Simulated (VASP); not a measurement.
# WSe2 in VASP: further runs, part 2 of 2

VASP 6.6.1. The steps go on from the part before.

**6. Single point, PBE+D3(BJ)**

Input file INCAR:

```
PREC = Accurate
ENCUT = 520
EDIFF = 1E-7
ISMEAR = 0
SIGMA = 0.02
LREAL = F
LASPH = T
NELM = 60
ALGO = Normal
ISIF = 2
LWAVE = F
LCHARG = F
LDIPOL = T
IDIPOL = 3
DIPOL = 0.5 0.5 0.500
GGA = PE
IVDW = 12
NBANDS = 20
```

Input file KPOINTS:

```
regular mesh
0
Gamma
  9 9 1
```

Input file POSCAR:

```
WSe2
1.0
    3.3730000000      0.0000000000      0.0000000000
   -1.6865000000      2.9211036870      0.0000000000
    0.0000000000      0.0000000000     32.7373831004
Se W
2 1
Direct
    0.3333333333      0.6666666667      0.4503167374
    0.3333333333      0.6666666667      0.5496832626
    0.6666666667      0.3333333333      0.5000000000
```

Potentials or basis: VASP PAW PBE potentials, release 64 (Se, W_sv).

Launch:

```bash
cat potpaw_PBE.64/Se/POTCAR potpaw_PBE.64/W_sv/POTCAR > POTCAR
mpirun -np 1 vasp_std > vasp.out
```

OUTCAR:

```text
PREC = Accurate
   ENCUT = 520
   EDIFF = 1E-7
   ISMEAR = 0
   LREAL = F
   LASPH = T
   NELM = 60
   ISIF = 2
   GGA = PE
   IVDW = 12
 IVDW          = 12

 ion  position               nearest neighbor table
   1  0.333  0.667  0.450-   3 2.54   3 2.54   3 2.54
   2  0.333  0.667  0.550-   3 2.54   3 2.54   3 2.54
   3  0.667  0.333  0.500-   1 2.54   2 2.54   1 2.54   2 2.54   1 2.54   2 2.54

  LATTYP: Found a hexagonal cell.
 ALAT       =     3.3730000000
 C/A-ratio  =     9.7057168990

  Lattice vectors:

 A1 = (   3.3730000000,   0.0000000000,   0.0000000000)
 A2 = (  -1.6865000000,   2.9211036870,   0.0000000000)
 A3 = (   0.0000000000,   0.0000000000,  32.7373831004)

Analysis of symmetry for initial positions (statically):
=====================================================================
 Subroutine PRICEL returns:
 Original cell was already a primitive cell.

 Routine SETGRP: Setting up the symmetry group for a
 hexagonal supercell.

 Subroutine GETGRP returns: Found 12 space group operations
 (whereof 12 operations were pure point group operations)
 out of a pool of 24 trial point group operations.
[... 158 lines left out ...]
 cond. band min:      -1.8335218717   @ k =   0.3333   0.3333   0.0000
 fundamental gap:      1.3022546991
 Fermi energy:        -2.9537018107

 k-point     1 :       0.0000    0.0000    0.0000
  band No.  band energies     occupation
      1     -77.1892      2.00000
      2     -41.3853      2.00000
      3     -41.3402      2.00000
      4     -41.3402      2.00000
      5     -17.7536      2.00000
      6     -16.3840      2.00000
[... 265 lines left out ...]
     19       3.1640      0.00000
     20       5.5782      0.00000

------------------------ aborting loop because EDIFF is reached ----------------------------------------

 vacuum level on the upper side and lower side of the slab       (xc-potential included)        -0.011        -0.011

 Edisp (eV)   -0.97022

 E8    (eV) :    -0.4613

  FORCE on cell =-STRESS in cart. coord.  units (eV):
  Direction    XX          YY          ZZ          XY          YZ          ZX
  --------------------------------------------------------------------------------------
  -------------------------------------------------------------------------------------
  Total      -1.52605    -1.52605     1.66391     0.00000    -0.00000     0.00000
  in kB      -7.58005    -7.58005     8.26482     0.00000    -0.00000     0.00000
  external pressure =       -2.30 kB  Pullay stress =        0.00 kB

 VOLUME and BASIS-vectors are now :
 -----------------------------------------------------------------------------
  energy-cutoff  :      520.00
  volume of cell :      322.56
      direct lattice vectors                 reciprocal lattice vectors
     3.373000000  0.000000000  0.000000000     0.296471983  0.171168179  0.000000000
    -1.686500000  2.921103687  0.000000000     0.000000000  0.342336359  0.000000000
     0.000000000  0.000000000 32.737383100     0.000000000  0.000000000  0.030546119

 POSITION                                       TOTAL-FORCE (eV/Angst)
 -----------------------------------------------------------------------------------
     -0.00000      1.94740     14.74219        -0.000000     -0.000000     -0.515200
     -0.00000      1.94740     17.99519         0.000000      0.000000      0.515200
      1.68650      0.97370     16.36869         0.000000     -0.000000      0.000000
 -----------------------------------------------------------------------------------
    total drift:                               -0.000000      0.000000      0.000000

  FREE ENERGIE OF THE ION-ELECTRON SYSTEM (eV)
  ---------------------------------------------------
  free  energy   TOTEN  =       -22.5530726463 eV

  energy  without entropy=      -22.5530726463  energy(sigma->0) =      -22.55307265

 vacuum level on the upper side and lower side of the slab         2.094         2.094
```

OSZICAR:

```text
N       E                     dE             d eps       ncg     rms          rms(c)
DAV:   1     0.178135347815E+03    0.17814E+03   -0.12359E+04   592   0.954E+02
DAV:   2    -0.368387546974E+01   -0.18182E+03   -0.17642E+03   668   0.203E+02
DAV:   3    -0.223534416615E+02   -0.18670E+02   -0.18602E+02   692   0.648E+01
[... 15 lines left out ...]
DAV:  19    -0.215828472592E+02   -0.72905E-05   -0.14652E-07   488   0.139E-03    0.300E-04
DAV:  20    -0.215828504791E+02   -0.32199E-05   -0.63571E-08   496   0.592E-04    0.306E-04
DAV:  21    -0.215828517053E+02   -0.12262E-05   -0.23764E-08   428   0.307E-04    0.191E-04
DAV:  22    -0.215828521840E+02   -0.47873E-06   -0.10816E-08   444   0.278E-04    0.953E-05
DAV:  23    -0.215828522338E+02   -0.49767E-07    0.25513E-10   380   0.697E-05
   1 F= -.22553073E+02 E0= -.22553073E+02  d E =-.283115E-39
```

stdout:

```text
POSCAR found type information on POSCAR SeW
 POSCAR found :  2 types and       3 ions
 scaLAPACK will be used
 LDA part: xc-table for (Slater+PW92), standard interpolation
 POSCAR, INCAR and KPOINTS ok, starting setup
 FFT: planning ... GRIDC
 FFT: planning ... GRID_SOFT
 FFT: planning ... GRID
 WAVECAR not read
 entering main loop
```

It took 4.7 min on 1 thread of AMD EPYC 7R13, shared host; peak memory 0.46 GiB.

Results:

```
Free energy                : -22.5531 eV
Largest force              : 0.515 eV/Å
Band gap on the k mesh     : 1.30 eV
Dispersion energy per atom : -0.323 eV
```

Forces on the atoms (eV/Å):
```
Se   0.000  0.000 -0.515
Se   0.000  0.000  0.515
W    0.000  0.000  0.000
```

Levels at points of the mesh, in eV from the valence-band top:
| k point | band 9 | band 10 | band 11 | band 12 | band 13 | band 14 | band 15 | band 16 | band 17 | band 18 |
| --- | --- | --- | --- | --- | --- | --- | --- | --- | --- | --- |
| (0.00, 0.00, 0.00) | -2.57 | -1.81 | -1.43 | -1.43 | -0.01 | 2.84 | 2.84 | 3.12 | 3.12 | 4.21 |

Caveat: spin-orbit coupling is left out, which moves the levels of the heavy elements.

**7. The runs side by side**

| cell | gap on the mesh (eV) | largest force (eV/Å) |
| --- | --- | --- |
| as given, atomic positions A | 1.13 | 1.08 |
| as given, atomic positions B | 1.36 | - |
| as given, atomic positions C | 1.46 | 0.93 |
| as given, atomic positions D | 1.46 | 1.71 |
| as given, atomic positions E | 1.30 | 0.52 |

Alike in all rows: task single point; level PBE+D3(BJ); potentials or basis VASP PAW PBE potentials, release 64 (Se, W_sv); no spin polarisation; k mesh 9 × 9 × 1; cutoff (eV) 520; smearing gaussian 0.02 eV.

Caveats: spin-orbit coupling is left out, which moves the levels of the heavy elements.

Absolute energies hang on the potentials; compare differences alone.
